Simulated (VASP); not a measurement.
A run of VASP 6.6.1 is set up as follows.

The input INCAR:

```
SYSTEM = Al
PREC = Accurate ; ENCUT = 520
EDIFF = 1E-6 ; ISMEAR = -1
SIGMA = 0.05 ; LREAL = .False.
LASPH = .True. ; NELM = 80
ALGO = Normal ; ISIF = 2
LWAVE = .False. ; LCHARG = .False.
GGA = PE ; ALDAC = 0.0
AGGAC = 0.0 ; NBANDS = 8
```

Contents of KPOINTS:

```
Automatic mesh
0
Gamma
  11 11 11
  0 0 0
```

POSCAR

```
Al
1.0
    0.0000000000      2.0514502267      2.0514502267
    2.0514502267      0.0000000000      2.0514502267
    2.0514502267      2.0514502267      0.0000000000
Al
1
Direct
    0.0000000000      0.0000000000      0.0000000000
```

Potentials or basis: VASP PAW PBE potentials, release 64 (Al).

The run is started by

```console
$ cat potpaw_PBE.64/Al/POTCAR > POTCAR
$ mpirun -np 1 vasp_std > vasp.out
```

Problem. Estimate the pressure.

Solution. 6.2 GPa.
